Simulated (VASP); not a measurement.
# CeO2 (Fm-3m) in VASP: a series of runs

Runs on CeO2. Level: LDA. Tasks: single point.

Everything below comes from runs of VASP 6.6.1. Logs are shortened: lines on timing, memory, paths and dates and some standing lists are left out, and cuts for length are marked.

**1. The cell of the first run**

It takes space group Fm-3m (No. 225, cubic). Conventional cell: a = 5.371 Å, b = 5.371 Å, c = 5.371 Å, α = 90.00°, β = 90.00°, γ = 90.00°. Ce (site symmetry m-3m) has 8 O at 2.33 Å within 3.1 Å. Within 3.1 Å of O (site symmetry -43m) lie 4 Ce at 2.33 Å and 6 O at 2.69 Å.

**2. Single point, LDA, collinear spin, ferromagnetic start (12.91 Å³/atom)**

INCAR

```
SYSTEM = CeO2
ALGO = Normal
EDIFF = 1E-6
ENCUT = 520
GGA = CA
ISIF = 2
ISMEAR = -1
ISPIN = 2
LASPH = .TRUE.
LCHARG = .FALSE.
LMAXMIX = 6
LORBIT = 11
LREAL = .FALSE.
LWAVE = .FALSE.
MAGMOM = 1 0 0
NBANDS = 23
NELM = 150
PREC = Accurate
SIGMA = 0.05
```

KPOINTS

```
k-points
0
G
  9 9 9
  0 0 0
```

POSCAR

```
CeO2
1.0
    0.0000000000      2.6855041512      2.6855041512
    2.6855041512      0.0000000000      2.6855041512
    2.6855041512      2.6855041512      0.0000000000
Ce O
1 2
Direct
    0.0000000000      0.0000000000      0.0000000000
    0.7500000000      0.7500000000      0.7500000000
    0.2500000000      0.2500000000      0.2500000000
```

Potentials or basis: VASP PAW LDA potentials, release 64 (Ce, O).

Launch:

```console
cat potpaw_LDA.64/Ce/POTCAR potpaw_LDA.64/O/POTCAR > POTCAR
mpirun -np 1 vasp_std > vasp.out
```

OUTCAR:

```text
SYSTEM = CeO2
   EDIFF = 1E-6
   ENCUT = 520
   GGA = CA
   ISIF = 2
   ISMEAR = -1
   ISPIN = 2
   LASPH = .TRUE.
   LORBIT = 11
   LREAL = .FALSE.
   NELM = 150
   PREC = Accurate

 ion  position               nearest neighbor table
   1  0.000  0.000  0.000-   2 2.33   2 2.33   2 2.33   2 2.33   3 2.33   3 2.33   3 2.33   3 2.33

   2  0.750  0.750  0.750-   1 2.33   1 2.33   1 2.33   1 2.33
   3  0.250  0.250  0.250-   1 2.33   1 2.33   1 2.33   1 2.33

  LATTYP: Found a face centered cubic cell.
 ALAT       =     5.3710083024

  Lattice vectors:

 A1 = (   0.0000000000,   2.6855041512,   2.6855041512)
 A2 = (   2.6855041512,   0.0000000000,   2.6855041512)
 A3 = (   2.6855041512,   2.6855041512,   0.0000000000)

Analysis of symmetry for initial positions (statically):
=====================================================================
 Subroutine PRICEL returns:
 Original cell was already a primitive cell.

 Routine SETGRP: Setting up the symmetry group for a
 face centered cubic supercell.

 Subroutine GETGRP returns: Found 48 space group operations
 (whereof 48 operations were pure point group operations)
 out of a pool of 48 trial point group operations.

The static configuration has the point symmetry O_h .

Analysis of symmetry for dynamics (positions and initial velocities):
=====================================================================
 Subroutine PRICEL returns:
 Original cell was already a primitive cell.

 Routine SETGRP: Setting up the symmetry group for a
 face centered cubic supercell.

 Subroutine GETGRP returns: Found 48 space group operations
 (whereof 48 operations were pure point group operations)
 out of a pool of 48 trial point group operations.

The dynamic configuration has the point symmetry O_h .

Analysis of structural, dynamic, and magnetic symmetry:
=====================================================================
 Subroutine PRICEL returns:
 Original cell was already a primitive cell.

 Routine SETGRP: Setting up the symmetry group for a
 face centered cubic supercell.

 Subroutine GETGRP returns: Found 48 space group operations
 (whereof 48 operations were pure point group operations)
 out of a pool of 48 trial point group operations.

The overall configuration has the point symmetry O_h .

 Subroutine INISYM returns: Found 48 space group operations
 (whereof 48 operations are pure point group operations),
 and found     1 'primitive' translations

----------------------------------------------------------------------------------------

                                     Primitive cell

  volume of cell :      38.7353

  direct lattice vectors                    reciprocal lattice vectors
     0.000000000  2.685504151  2.685504151    -0.186184780  0.186184780  0.186184780
     2.685504151  0.000000000  2.685504151     0.186184780 -0.186184780  0.186184780
     2.685504151  2.685504151  0.000000000     0.186184780  0.186184780 -0.186184780

  length of vectors
     3.797876392  3.797876392  3.797876392     0.322481499  0.322481499  0.322481499

  position of ions in fractional coordinates (direct lattice)
     0.000000000  0.000000000  0.000000000
     0.750000000  0.750000000  0.750000000
     0.250000000  0.250000000  0.250000000

  ion indices of the primitive-cell ions
   primitive index   ion index
                 1           1
                 2           2
                 3           3

----------------------------------------------------------------------------------------

 KPOINTS: k-points

Automatic generation of k-mesh.
 Grid dimensions read from file:
 generate k-points for:    9    9    9

 Generating k-lattice:

  Cartesian coordinates                     Fractional coordinates (reciprocal lattice)
    -0.020687198  0.020687198  0.020687198     0.111111111  0.000000000  0.000000000
     0.020687198 -0.020687198  0.020687198     0.000000000  0.111111111  0.000000000
     0.020687198  0.020687198 -0.020687198     0.000000000  0.000000000  0.111111111

  Length of vectors
     0.035831278  0.035831278  0.035831278

  Shift w.r.t. Gamma in fractional coordinates (k-lattice)
     0.000000000  0.000000000  0.000000000

 Subroutine IBZKPT returns following result:
 ===========================================

 Found     35 irreducible k-points:

 Following reciprocal coordinates:
            Coordinates               Weight
  0.000000  0.000000  0.000000      1.000000
  0.111111  0.000000  0.000000      8.000000
  0.222222  0.000000  0.000000      8.000000
  0.333333  0.000000  0.000000      8.000000
  0.444444  0.000000  0.000000      8.000000
  0.111111  0.111111  0.000000      6.000000
[... 16 lines left out ...]
 -0.333333  0.333333  0.000000     12.000000
  0.444444  0.444444  0.000000      6.000000
 [... further k-points ...]
   k-points           NKPTS =     35   k-points in BZ     NKDIM =     35   number of bands    NBANDS=     23
   number of dos      NEDOS =    301   number of ions     NIONS =      3
   total plane-waves  NPLWV =  21952
   dimension x,y,z NGX =    28 NGY =   28 NGZ =   28
   dimension x,y,z NGXF=    56 NGYF=   56 NGZF=   56
   ions per type =               1   2
   NGX,Y,Z   is equivalent  to a cutoff of  12.26, 12.26, 12.26 a.u.
   NGXF,Y,Z  is equivalent  to a cutoff of  24.51, 24.51, 24.51 a.u.
 SYSTEM =  CeO2
   PREC   = accura    normal or accurate (medium, high low for compatibility)
   ISTART =      0    job   : 0-new  1-cont  2-samecut
   ICHARG =      2    charge: 1-file 2-atom 10-const
   ISPIN  =      2    spin polarized calculation?
   LNONCOLLINEAR =      F non collinear calculations
   LSORBIT =      F    spin-orbit coupling
   LASPH  =      T    aspherical Exc in radial PAW
   ENCUT  =  520.0 eV  38.22 Ry    6.18 a.u.   7.06  7.06  7.06*2*pi/ulx,y,z
   NELM   =    150;   NELMIN=  2; NELMDL= -5     # of ELM steps
   EDIFF  = 0.1E-05   stopping-criterion for ELM
   LREAL  =      F    real-space projection
   EDIFFG = 0.1E-04   stopping-criterion for IOM
   NSW    =      0    number of steps for IOM
   IBRION =     -1    ionic relax: 0-MD 1-quasi-New 2-CG
   NFREE  =      0    steps in history (QN), initial steepest desc. (CG)
   ISIF   =      2    stress and relaxation
   ISYM   =      2    0-nonsym 1-usesym 2-fastsym
   POTIM  = 0.5000    time-step for ionic-motion
   TEBEG  =    0.0;   TEEND  =   0.0 temperature during run
   PSTRESS=    0.0 pullay stress
   NELECT =      24.0000    total number of electrons
   NUPDOWN=      -1.0000    fix difference up-down
   EMIN   =  10.00;   EMAX   =-10.00  energy-range for DOS
   EFERMI =   0.00;   METHOD = LEGACY
   ISMEAR =    -1;   SIGMA  =   0.05  broadening in eV -4-tet -1-fermi 0-gaus
   EFERMI_NEDOS =   21; number of points for ismear=-14 and -15
   IALGO  =     38    algorithm
   IMIX   =      4    mixing-type and parameters
     AMIX     =   0.40;   BMIX     =  1.00
     AMIX_MAG =   1.60;   BMIX_MAG =  1.00
  volume/ion in A,a.u.               =      12.91        87.13
  Fermi-wavevector in a.u.,A,eV,Ry     =   1.395649  2.637393 26.501904  1.947835
  Thomas-Fermi vector in A             =   2.519080
   LORBIT       =     11    0 simple, 1 ext, 2 COOP (PROOUT), +10 PAW based schemes
   GGA     = CA    functional components
   LHFCALC =     F    Hartree Fock is set to
   AEXX    =    0.0000 exact exchange contribution
   IVDW    =     0    specifies the selected vdW correction
   LEPSILON=     F    determine dielectric tensor
   LRPA    =     F    only Hartree local field effects (RPA)
 spin polarized calculation
  energy-cutoff  :      520.00
  volume of cell :       38.74
 maximum number of plane-waves:      1053
   NGX = 15   NGY = 15   NGZ = 15

 number of electron      24.0000005 magnetization       0.0015932

 number of electron      24.0000005 magnetization      -0.0000495

 Free energy of the ion-electron system (eV)
  ---------------------------------------------------
  ext. energy  EPLUGINS =         0.00000000
  ---------------------------------------------------
  free energy    TOTEN  =       -28.85369537 eV

  energy without entropy =      -28.85369537  energy(sigma->0) =      -28.85369537

 E-fermi :   6.1390     XC(G=0): -11.9325

 val. band max:        5.1672569571   @ k =  -0.3333   0.2222   0.0000
 cond. band min:       7.1635496462   @ k =  -0.4444   0.1111   0.0000
 fundamental gap:      1.9962926891
 Fermi energy:         6.1390182381

 spin component 1

 k-point     1 :       0.0000    0.0000    0.0000
  band No.  band energies     occupation
      1     -26.9287      1.00000
      2     -10.8675      1.00000
      3      -9.8751      1.00000
      4      -9.1171      1.00000
      5      -9.1171      1.00000
      6      -9.1171      1.00000
[... 15 lines left out ...]
     22      12.0890      0.00000
     23      17.8634      0.00000
[... 575 lines left out ...]
      1     -26.6111      1.00000
      2     -13.4830      1.00000
      3     -10.6888      1.00000
      4      -9.7883      1.00000
      5      -9.7883      1.00000
      6      -5.8082      1.00000
[... 15 lines left out ...]
     22      13.9178      0.00000
     23      16.0946      0.00000

 [... further k-points ...]

 spin component 2

 k-point     1 :       0.0000    0.0000    0.0000
  band No.  band energies     occupation
      1     -26.9287      1.00000
      2     -10.8675      1.00000
      3      -9.8751      1.00000
      4      -9.1171      1.00000
      5      -9.1171      1.00000
      6      -9.1171      1.00000
[... 15 lines left out ...]
     22      12.0889      0.00000
     23      17.8634      0.00000
[... 575 lines left out ...]
      1     -26.6112      1.00000
      2     -13.4830      1.00000
      3     -10.6888      1.00000
      4      -9.7884      1.00000
      5      -9.7884      1.00000
      6      -5.8082      1.00000
[... 15 lines left out ...]
     22      13.9178      0.00000
     23      16.0946      0.00000

 [... further k-points ...]

------------------------ aborting loop because EDIFF is reached ----------------------------------------

  FORCE on cell =-STRESS in cart. coord.  units (eV):
  Direction    XX          YY          ZZ          XY          YZ          ZX
  --------------------------------------------------------------------------------------
  -------------------------------------------------------------------------------------
  Total       -0.2361957     -0.2361957     -0.2361957      0.0000000      0.0000000     -0.0000000
  in kB       -9.7695617     -9.7695617     -9.7695617      0.0000000      0.0000000     -0.0000000
  external PRESSURE =      -9.7695617 kB  Pullay stress =       0.0000000 kB

 VOLUME and BASIS-vectors are now :
 -----------------------------------------------------------------------------
  energy-cutoff  :      520.00
  volume of cell :       38.74
      direct lattice vectors                 reciprocal lattice vectors
     0.000000000  2.685504151  2.685504151    -0.186184780  0.186184780  0.186184780
     2.685504151  0.000000000  2.685504151     0.186184780 -0.186184780  0.186184780
     2.685504151  2.685504151  0.000000000     0.186184780  0.186184780 -0.186184780

 POSITION                                       TOTAL-FORCE (eV/Angst)
 -----------------------------------------------------------------------------------
      0.00000      0.00000      0.00000        -0.000000     -0.000000      0.000000
      4.02826      4.02826      4.02826         0.000000      0.000000      0.000000
      1.34275      1.34275      1.34275        -0.000000     -0.000000     -0.000000
 -----------------------------------------------------------------------------------
    total drift:                                0.000000      0.000000      0.000000

  FREE ENERGIE OF THE ION-ELECTRON SYSTEM (eV)
  ---------------------------------------------------
  free  energy   TOTEN  =       -28.8536953686 eV

  energy  without entropy=      -28.8536953672  energy(sigma->0) =      -28.85369537

 total charge

# of ion       s       p       d       f       tot
--------------------------------------------------
    1        2.026   5.806   0.932   1.001   9.766
    2        1.567   3.430   0.000   0.000   4.997
    3        1.567   3.430   0.000   0.000   4.997
--------------------------------------------------
tot          5.161  12.665   0.932   1.001  19.759

 magnetization (x)

# of ion       s       p       d       f       tot
--------------------------------------------------
    1        0.000  -0.000   0.000   0.000   0.000
    2       -0.000  -0.000   0.000   0.000  -0.000
    3       -0.000  -0.000   0.000   0.000  -0.000
--------------------------------------------------
tot          0.000  -0.000   0.000   0.000  -0.000
```

It took 85 s on 1 thread of AMD EPYC 9R45 (Zen 5), shared host; peak memory 0.17 GiB.

What came out:

- Free energy: -28.8537 eV
- Pressure: -1.0 GPa
- Band gap on the k mesh: 2.00 eV (least direct gap 2.06 eV)
- Net moment: 0.00 μB per cell
- Valence electrons inside the program's atomic spheres: Ce 9.77; O 5.00

Levels at points of the mesh, in eV from the valence-band top:
Spin up:
| k point | band 9 | band 10 | band 11 | band 12 | band 13 | band 14 | band 15 | band 16 |
| --- | --- | --- | --- | --- | --- | --- | --- | --- |
| (0.00, 0.00, 0.00) | -4.02 | -0.64 | -0.64 | -0.64 | 2.31 | 2.31 | 2.31 | 2.61 |
Spin down:
```tsv
k point	band 10	band 11	band 12	band 13	band 14	band 15
(0.00, 0.00, 0.00)	-0.64	-0.64	-0.64	2.31	2.31	2.31
```

Caveat: the magnetic or orbital state may not be the lowest; spin-orbit coupling is left out, which moves the levels of the heavy elements; an odd mesh through Γ misses points on the zone boundary, where band edges can lie; semilocal functionals describe open f shells poorly, which spoils levels, moments and volumes.

[end of part 1 of 2]
